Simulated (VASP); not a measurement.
A run of VASP 6.6.1:

File POSCAR:

```
Al
1.0
    8.1000000000      0.0000000000      0.0000000000
    0.0000000000      8.1000000000      0.0000000000
    0.0000000000      0.0000000000      8.1000000000
Al
31
Direct
    0.3277733333      0.0000975309     -0.1653956790
    0.7518965432      0.2531133333      0.0024892593
    0.7503283951      0.0001556790      0.2487607407
    0.0043208642      0.0001727160     -0.0042976543
    0.2441598765      0.2700111111      0.0079517284
    0.5031611111      0.5001751852      0.0020703704
    0.7518793827      0.7472059259      0.0024803704
    0.2504229630      0.0001614815      0.2483406173
    0.5032446914      0.2539204938      0.2503750617
    0.7510330864      0.5001940741      0.2496827160
    0.4961171605      0.0001829630      0.5033902469
    0.7519864198      0.2553613580      0.4971967901
    0.7521904938      0.0002018519      0.7485951852
   -0.0054792593      0.5001428395      0.0001681481
    0.2440951852      0.7302197531      0.0080234568
   -0.0019562963      0.2552345679      0.2511776543
    0.2479692593      0.5001375309      0.2573201235
    0.5032297531      0.7464081481      0.2503381481
   -0.0010545679      0.0001635802      0.4967844444
    0.2466937037      0.2519581481      0.4994535802
    0.5015683951      0.5001533333      0.4949730864
    0.7519859259      0.7449869136      0.4971893827
    0.5071943210      0.2666035802      0.7444014815
    0.7566408642      0.5001665432      0.7468367901
   -0.0019944444      0.7451112346      0.2512301235
   -0.0011296296      0.5001801235      0.4979461728
    0.2467159259      0.7483491358      0.4995051852
    0.0017196296      0.2522504938      0.7459829630
    0.2486293827      0.5001802469      0.7475049383
    0.5072304938      0.7336037037      0.7444144444
    0.0017995062      0.7480967901      0.7460191358
```

INCAR.step1

```
  ALGO = Normal
  EDIFF = 1E-4
  ENCUT = 520
  GGA = PE
  ISMEAR = 0
  LASPH = True
  LCHARG = False
  LREAL = Auto
  LWAVE = True
  NBANDS = 68
  NELM = 100
  PREC = Accurate
  SIGMA = 0.15
```

Contents of INCAR.step2:

```
  ALGO = Normal
  EDIFF = 1E-6
  ENCUT = 520
  ISIF = 2
  ISMEAR = 0
  ISTART = 1
  LASPH = True
  LCHARG = True
  LELF = True
  LMIXTAU = True
  LREAL = Auto
  LVHAR = True
  LWAVE = False
  METAGGA = R2SCAN
  NBANDS = 68
  NELM = 100
  PREC = Accurate
  SIGMA = 0.15
```

KPOINTS

```
k-points
0
Gamma
  2 2 2
```

Potentials or basis: VASP PAW PBE potentials, release 64 (Al).

Launch:

```bash
$ cat potpaw_PBE.64/Al/POTCAR > POTCAR
$ cp INCAR.step1 INCAR
$ mpirun -np 1 vasp_std > vasp.out
$ cp INCAR.step2 INCAR
$ mpirun -np 1 vasp_std > vasp.out
```

Hardware: 1 thread of Intel Xeon 8259CL, with other jobs on the host.

Estimate the wall time of this run.

Wall time 31 min on 1 thread of Intel Xeon 8259CL, with other jobs on the host, peak memory 0.63 GiB. Counts: k points 8.
